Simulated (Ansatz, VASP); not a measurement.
## PbSe in VASP and in Ansatz

Contents of INCAR:

```
ALGO = Normal
EDIFF = 1E-8
ENCUT = 520
GGA = PS
ISIF = 2
ISMEAR = -1
LASPH = T
LCHARG = F
LEFG = T
LREAL = F
LWAVE = F
NBANDS = 17
NELM = 80
PREC = Accurate
SIGMA = 0.02
```

File KPOINTS:

```
k-points
0
Gamma
  7 7 7
```

File POSCAR:

```
PbSe
1.0
    0.0000000000      3.1024460684      3.1024460684
    3.1024460684      0.0000000000      3.1024460684
    3.1024460684      3.1024460684      0.0000000000
Pb Se
1 1
Direct
    0.0000000000      0.0000000000      0.0000000000
    0.5000000000      0.5000000000      0.5000000000
```

Input for Ansatz:

```yaml
crystal:
  lattice:
    - [0.0, 3.1024460684, 3.1024460684]
    - [3.1024460684, 0.0, 3.1024460684]
    - [3.1024460684, 3.1024460684, 0.0]
  atoms:
    - { symbol: Pb, position: [0.0, 0.0, 0.0] }
    - { symbol: Se, position: [0.5, 0.5, 0.5] }
kpoints:
  mp_grid: { grid: [7, 7, 7] }
scf:
  occupations: { method: fermi_dirac, width: 0.02 }
hamiltonian:
  xc: pbesol
  pseudopotentials: { kind: all_electron, datasets: crystal }
output:
  forces: true
  stress: true
  eigenvalues: true
  efg: { contact_densities: true }
```

Change from the starting cell: volume scaled by 1.04, crystal datasets.

Alike in both runs: task electric field gradients; functional PBEsol; k mesh 7 × 7 × 7; occupations fermi-dirac, width 0.02 eV; no spin polarisation.

|  | VASP | Ansatz |
| --- | --- | --- |
| version | VASP 6.6.1 | Ansatz 0.2.0 |
| potentials or method | VASP PAW PBE potentials, release 64 (Pb_d, Se), cutoff 520 eV | all-electron PAW with datasets made for the crystal, scalar-relativistic |

```tsv
	VASP	Ansatz	Ansatz less VASP
pressure (GPa)	-2.4	-2.4	+0.01
```

VASP's potentials were made for PBE, not for PBEsol. Ansatz ran all-electron here, and VASP with PAW potentials.

Spin-orbit coupling is off throughout.
